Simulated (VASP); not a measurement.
# MgO (F-43m) in VASP: single point with PBE0

Aim: the single point of MgO with PBE0.

Program: VASP 6.6.1. These are calculated values, not measurements. Logs are shortened: lines on timing, memory, paths and dates and some standing lists are left out, and cuts for length are marked.

## 1. The cell of the first run

Symmetry: F-43m, No. 216, cubic system. Conventional cell: a = 4.553 Å, b = 4.553 Å, c = 4.553 Å, α = 90.00°, β = 90.00°, γ = 90.00°. Mg (site symmetry -43m) has 4 O at 1.97 Å within 2.6 Å. O (site symmetry -43m) has 4 Mg at 1.97 Å within 2.6 Å.

## 2. Single point, PBE0

The input, POSCAR:

```
MgO
1.0
    0.0000000000      2.2766075815      2.2766075815
    2.2766075815      0.0000000000      2.2766075815
    2.2766075815      2.2766075815      0.0000000000
Mg O
1 1
Direct
    0.0000000000      0.0000000000      0.0000000000
    0.2500000000      0.2500000000      0.2500000000
```

The input, INCAR.step1:

```
SYSTEM = MgO
PREC = Accurate
ENCUT = 520
EDIFF = 1E-5
ISMEAR = 0
SIGMA = 0.05
LREAL = .FALSE.
LASPH = .TRUE.
NELM = 100
ALGO = Normal
ISIF = 2
LWAVE = .TRUE.
LCHARG = .FALSE.
NBANDS = 11
GGA = PE
```

The input, INCAR.step2:

```
SYSTEM = MgO
PREC = Accurate
ENCUT = 520
EDIFF = 1E-6
ISMEAR = 0
SIGMA = 0.05
LREAL = .FALSE.
LASPH = .TRUE.
NELM = 100
ALGO = Normal
ISIF = 2
LWAVE = .FALSE.
LCHARG = .FALSE.
GGA = PE
LHFCALC = .TRUE.
AEXX = 0.25
PRECFOCK = Normal
NBANDS = 11
ISTART = 1
```

The input, KPOINTS:

```
regular mesh
0
G
  6 6 6
  0 0 0
```

Potentials or basis: VASP PAW PBE potentials, release 64 (Mg, O).

Launch:

```console
$ cat potpaw_PBE.64/Mg/POTCAR potpaw_PBE.64/O/POTCAR > POTCAR
$ cp INCAR.step1 INCAR
$ mpirun -np 1 vasp_std > vasp.out
$ cp INCAR.step2 INCAR
$ mpirun -np 1 vasp_std > vasp.out
```

OUTCAR:

```text
SYSTEM = MgO
   PREC = Accurate
   ENCUT = 520
   EDIFF = 1E-6
   ISMEAR = 0
   LREAL = .FALSE.
   LASPH = .TRUE.
   NELM = 100
   ISIF = 2
   GGA = PE
   LHFCALC = .TRUE.
   AEXX = 0.25
   PRECFOCK = Normal
   ISTART = 1

 ion  position               nearest neighbor table
   1  0.000  0.000  0.000-   2 1.97   2 1.97   2 1.97   2 1.97
   2  0.250  0.250  0.250-   1 1.97   1 1.97   1 1.97   1 1.97

  LATTYP: Found a face centered cubic cell.
 ALAT       =     4.5532151630

  Lattice vectors:

 A1 = (   0.0000000000,   2.2766075815,   2.2766075815)
 A2 = (   2.2766075815,   0.0000000000,   2.2766075815)
 A3 = (   2.2766075815,   2.2766075815,   0.0000000000)

Analysis of symmetry for initial positions (statically):
=====================================================================
 Subroutine PRICEL returns:
 Original cell was already a primitive cell.

 Routine SETGRP: Setting up the symmetry group for a
 face centered cubic supercell.

 Subroutine GETGRP returns: Found 24 space group operations
 (whereof 24 operations were pure point group operations)
 out of a pool of 48 trial point group operations.

The static configuration has the point symmetry T_d .

Analysis of symmetry for dynamics (positions and initial velocities):
=====================================================================
 Subroutine PRICEL returns:
 Original cell was already a primitive cell.

 Routine SETGRP: Setting up the symmetry group for a
 face centered cubic supercell.

 Subroutine GETGRP returns: Found 24 space group operations
 (whereof 24 operations were pure point group operations)
 out of a pool of 48 trial point group operations.

The dynamic configuration has the point symmetry T_d .

 Subroutine INISYM returns: Found 24 space group operations
 (whereof 24 operations are pure point group operations),
 and found     1 'primitive' translations

----------------------------------------------------------------------------------------

                                     Primitive cell

  volume of cell :      23.5991

  direct lattice vectors                    reciprocal lattice vectors
     0.000000000  2.276607581  2.276607581    -0.219625026  0.219625026  0.219625026
     2.276607581  0.000000000  2.276607581     0.219625026 -0.219625026  0.219625026
     2.276607581  2.276607581  0.000000000     0.219625026  0.219625026 -0.219625026

  length of vectors
[... 88 lines left out ...]
   ISMEAR =     0;   SIGMA  =   0.05  broadening in eV -4-tet -1-fermi 0-gaus
   EFERMI_NEDOS =   21; number of points for ismear=-14 and -15
   IALGO  =     38    algorithm
   IMIX   =      1    mixing-type and parameters
     AMIX     =   0.40;   BMIX     =  1.00
     AMIX_MAG =   1.60;   BMIX_MAG =  1.00
  volume/ion in A,a.u.               =      11.80        79.63
  Fermi-wavevector in a.u.,A,eV,Ry     =   1.141493  2.157109 17.728482  1.303007
  Thomas-Fermi vector in A             =   2.278193
   LORBIT       =      0    0 simple, 1 ext, 2 COOP (PROOUT), +10 PAW based schemes
   GGA     = PE    functional components
   LHFCALC =     T    Hartree Fock is set to
   PRECFOCK=normal    Normal, Fast or Accurate (Low or Medium for compatibility)
   ENCUT4O =  -1.0   cutoff for four orbital integrals eV
   NKREDX  =     1    reduce k-point grid by
   NKREDY  =     1    reduce k-point grid by
   NKREDZ  =     1    reduce k-point grid by
   AEXX    =    0.2500 exact exchange contribution
   HFSCREEN=    0.0000 screening length (either q_TF or 0.3 A-1)
   HFSCREENC=   0.0000 screening length for correlation (either q_TF or 0.3 A-1)
   ENCUTFOCK=  -1.0 apply spherical cutoff to Coloumb kernel
   IVDW    =     0    specifies the selected vdW correction
   LEPSILON=     F    determine dielectric tensor
   LRPA    =     F    only Hartree local field effects (RPA)
 non-spin polarized calculation
 Gauss-broadening in eV      SIGMA  =   0.05
  energy-cutoff  :      520.00
  volume of cell :       23.60
 maximum number of plane-waves:       650
  NGX = 18; NGY = 18; NGZ = 18

 number of electron       8.0000007 magnetization

 Free energy of the ion-electron system (eV)
  ---------------------------------------------------
  ext. energy  EPLUGINS =         0.00000000
  ---------------------------------------------------
  free energy    TOTEN  =       -14.51721962 eV

  energy without entropy =      -14.51721962  energy(sigma->0) =      -14.51721962

 E-fermi :  -0.5192     XC(G=0):  -7.6556

 val. band max:       -0.8255690059   @ k =   0.0000   0.0000   0.0000
 cond. band min:       5.1914184507   @ k =   0.0000   0.0000   0.0000
 fundamental gap:      6.0169874566
 Fermi energy:        -0.5191696020

 k-point     1 :       0.0000    0.0000    0.0000
  band No.  band energies     occupation
      1     -18.2425      2.00000
      2      -0.8256      2.00000
      3      -0.8256      2.00000
      4      -0.8256      2.00000
      5       5.1914      0.00000
      6      18.8549      0.00000
      7      18.8549      0.00000
      8      18.8549      0.00000
      9      22.4410      0.00000
     10      22.4411      0.00000
     11      22.5276      0.00000
[... 197 lines left out ...]
 k-point    16 :      -0.3333    0.5000    0.1667
  band No.  band energies     occupation
      1     -17.3098      2.00000
      2      -3.1319      2.00000
      3      -2.1778      2.00000
      4      -1.8837      2.00000
      5       8.9161      0.00000
      6      13.4762      0.00000
      7      16.2076      0.00000
      8      16.6511      0.00000
      9      20.7015      0.00000
     10      25.0144      0.00000
     11      26.3040      0.00000

------------------------ aborting loop because EDIFF is reached ----------------------------------------

  FORCE on cell =-STRESS in cart. coord.  units (eV):
  Direction    XX          YY          ZZ          XY          YZ          ZX
  --------------------------------------------------------------------------------------
  -------------------------------------------------------------------------------------
  Total        0.1082069      0.1082069      0.1082069      0.0000000      0.0000000      0.0000000
  in kB        7.3463377      7.3463377      7.3463377      0.0000000      0.0000000      0.0000000
  external PRESSURE =       7.3463377 kB  Pullay stress =       0.0000000 kB

 VOLUME and BASIS-vectors are now :
 -----------------------------------------------------------------------------
  energy-cutoff  :      520.00
  volume of cell :       23.60
      direct lattice vectors                 reciprocal lattice vectors
     0.000000000  2.276607581  2.276607581    -0.219625026  0.219625026  0.219625026
     2.276607581  0.000000000  2.276607581     0.219625026 -0.219625026  0.219625026
     2.276607581  2.276607581  0.000000000     0.219625026  0.219625026 -0.219625026

 POSITION                                       TOTAL-FORCE (eV/Angst)
 -----------------------------------------------------------------------------------
      0.00000      0.00000      0.00000        -0.000000     -0.000000      0.000000
      1.13830      1.13830      1.13830         0.000000      0.000000     -0.000000
 -----------------------------------------------------------------------------------
    total drift:                                0.000000      0.000001      0.000001

  FREE ENERGIE OF THE ION-ELECTRON SYSTEM (eV)
  ---------------------------------------------------
  free  energy   TOTEN  =       -14.5172196179 eV

  energy  without entropy=      -14.5172196179  energy(sigma->0) =      -14.51721962
```

OSZICAR.step1:

```text
N       E                     dE             d eps       ncg     rms          rms(c)
DAV:   1     0.190463629110E+02    0.19046E+02   -0.45390E+03   384   0.637E+02
DAV:   2    -0.128684878686E+02   -0.31915E+02   -0.31115E+02   394   0.140E+02
DAV:   3    -0.138686427976E+02   -0.10002E+01   -0.99908E+00   435   0.228E+01
DAV:   4    -0.138719773843E+02   -0.33346E-02   -0.33345E-02   385   0.151E+00
DAV:   5    -0.138719915112E+02   -0.14127E-04   -0.14127E-04   414   0.944E-02    0.834E+00
DAV:   6    -0.117209719495E+02    0.21510E+01   -0.13502E+01   382   0.192E+01    0.276E+00
DAV:   7    -0.116939577958E+02    0.27014E-01   -0.11180E-01   391   0.262E+00    0.153E+00
DAV:   8    -0.116897095310E+02    0.42483E-02   -0.46308E-02   373   0.239E+00    0.350E-01
DAV:   9    -0.116890402557E+02    0.66928E-03   -0.60148E-04   408   0.173E-01    0.242E-01
DAV:  10    -0.116888931505E+02    0.14711E-03   -0.16931E-03   373   0.304E-01    0.119E-02
DAV:  11    -0.116889001332E+02   -0.69827E-05   -0.15921E-05   412   0.266E-02
   1 F= -.11688900E+02 E0= -.11688900E+02  d E =-.184380E-16
```

Wall time 7.9 min (1 thread of AMD EPYC 7R43 (Zen 3), shared host); peak memory 0.12 GiB.

Results:

* Free energy: -14.5172 eV
* Pressure: 0.7 GPa
* Band gap on the k mesh: 6.02 eV

Caveat: the PAW data sets were made with another functional, which shifts forces and pressure a little.
